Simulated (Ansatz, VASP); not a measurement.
# Two plane-wave programs on Zn

INCAR

```
PREC = Accurate
ENCUT = 520
EDIFF = 1E-6
ISMEAR = 0
SIGMA = 0.15
LREAL = F
LASPH = T
NELM = 100
ALGO = Fast
ISIF = 2
LWAVE = F
LCHARG = F
NBANDS = 12
```

Contents of KPOINTS:

```
regular mesh
0
Gamma
  22 22 22
```

Contents of POSCAR:

```
Zn
1.0
   -1.4921441137      1.4921441137      1.4921441137
    1.4921441137     -1.4921441137      1.4921441137
    1.4921441137      1.4921441137     -1.4921441137
Zn
1
Direct
    0.0000000000      0.0000000000      0.0000000000
```

Input for Ansatz:

```yaml
crystal:
  lattice:
    - [-1.4921441137, 1.4921441137, 1.4921441137]
    - [1.4921441137, -1.4921441137, 1.4921441137]
    - [1.4921441137, 1.4921441137, -1.4921441137]
  atoms:
    - { symbol: Zn, position: [0.0, 0.0, 0.0] }
basis:
  ecutwfc: 520.0
kpoints:
  mp_grid: { grid: [22, 22, 22] }
hamiltonian:
  xc: lda
  pseudopotentials: { kind: paw }
scf:
  occupations: { method: gaussian, width: 0.15 }
output:
  forces: true
  stress: true
  eigenvalues: true
  write_density: true
  write_potential: true
  elf: true
  volumetric_format: npy
```

Alike in both runs: task single point; functional LDA; k mesh 22 × 22 × 22; occupations gaussian, width 0.15 eV; no spin polarisation.

|  | VASP | Ansatz |
| --- | --- | --- |
| version | VASP 6.6.1 | Ansatz 0.2.0 |
| potentials or method | VASP PAW LDA potentials, release 64 (Zn), cutoff 520 eV | scalar-relativistic, plane waves, PAW |
| valence electrons in the cell | 12 | 12 |

VASP gave:

- gap on the k mesh at the Fermi level (eV): none
- pressure (GPa): 3.7

Question: Which values does Ansatz return?

Answer: gap on the k mesh at the Fermi level (eV): none; pressure (GPa): 3.0.

LDA's correlation is that of Perdew and Zunger in VASP and of Perdew and Wang (1992) in Ansatz. A gap of «none» marks a metal or a gap that the smearing closes.
